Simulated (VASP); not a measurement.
A run of VASP 6.6.1 is set up as follows.

INCAR

```
SYSTEM = Ni3GeC
  ALGO = Normal
  EDIFF = 1E-6
  ENCUT = 520
  GGA = PS
  ISIF = 2
  ISMEAR = -1
  ISPIN = 2
  LASPH = .TRUE.
  LCHARG = .TRUE.
  LELF = .TRUE.
  LMAXMIX = 4
  LORBIT = 11
  LREAL = .FALSE.
  LVHAR = .TRUE.
  LWAVE = .FALSE.
  MAGMOM = 1 1 1 0 0
  NBANDS = 36
  NELM = 150
  PREC = Accurate
  SIGMA = 0.05
```

The input KPOINTS:

```
k-points
0
G
  5 5 5
  0 0 0
```

POSCAR

```
Ni3GeC
1.0
    3.8087090000      0.0000000000      0.0000000000
    0.0000000000      3.8087090000      0.0000000000
    0.0000000000      0.0000000000      3.8087090000
Ni Ge C
3 1 1
Direct
    0.0000000000      0.5000000000      0.5000000000
    0.5000000000      0.5000000000      0.0000000000
    0.5000000000      0.0000000000      0.5000000000
    0.0000000000      0.0000000000      0.0000000000
    0.5000000000      0.5000000000      0.5000000000
```

Potentials or basis: VASP PAW PBE potentials, release 64 (Ni, Ge_d, C).

Run with:

```sh
$ cat potpaw_PBE.64/Ni/POTCAR potpaw_PBE.64/Ge_d/POTCAR potpaw_PBE.64/C/POTCAR > POTCAR
$ mpirun -np 1 vasp_std > vasp.out
```

Problem. What does it give for the net moment?

Solution. 0.00 μB per cell.

Problem. What does it give for the band gap on the k mesh?

Solution. Zero (filled and empty bands overlap).

Problem. Estimate the pressure.

Solution. -6.1 GPa.

Caveat: the cell stands under tension; the PAW data sets were made with another functional, which shifts forces and pressure a little.
